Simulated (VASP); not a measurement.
Write the native input for VASP 6.6.1 that does the following.

```
Task                   : single point
Functional             : PBE
Potentials or basis    : VASP PAW PBE potentials, release 64 (Si)
Cutoff                 : 520 eV
k mesh                 : 9 × 9 × 1
Occupations            : gaussian, width 0.05 eV
Spin                   : no spin polarisation
Dipole correction      : yes
Further INCAR settings : ALGO = Normal; EDIFF = 1e-06; NBANDS = 21
```

The structure of Si lies in POSCAR:

```
Si
1.0
    3.8677060743      0.0000000000      0.0000000000
   -1.9338530371      3.3495317147      0.0000000000
    0.0000000000      0.0000000000     28.6679340259
Si
6
Direct
    0.3333313792      0.6666686208      0.2320528597
   -0.0000019542      0.0000019542      0.2558617105
   -0.0000019542      0.0000019542      0.3407438420
    0.6666647125      0.3333352875      0.3674277917
    0.6666647125      0.3333352875      0.4523196480
    0.3333313792      0.6666686208      0.4762799336
```

One way to write it, as run:

INCAR

```
SYSTEM = Si
PREC = Accurate ; ENCUT = 520
EDIFF = 1E-6 ; ISMEAR = 0
SIGMA = 0.05 ; LREAL = .False.
LASPH = .True. ; NELM = 80
ALGO = Normal ; ISIF = 2
LWAVE = .False. ; LCHARG = .False.
LDIPOL = .True. ; IDIPOL = 3
DIPOL = 0.5 0.5 0.354 ; GGA = PE
NBANDS = 21
```

KPOINTS

```
regular mesh
0
Gamma
  9 9 1
  0 0 0
```

Potentials or basis: VASP PAW PBE potentials, release 64 (Si).

Command:

```console
$ cat potpaw_PBE.64/Si/POTCAR > POTCAR
$ mpirun -np 1 vasp_std > vasp.out
```

It gave:

```json
{
 "Largest force": "0.025 eV/Å",
 "Band gap on the k mesh": "zero (bands 12 and 13 overlap by 0.02 eV)"
}
```

Run time: 5.5 min on 1 thread of Intel Xeon 8259CL, on a shared host, peak memory 0.47 GiB.
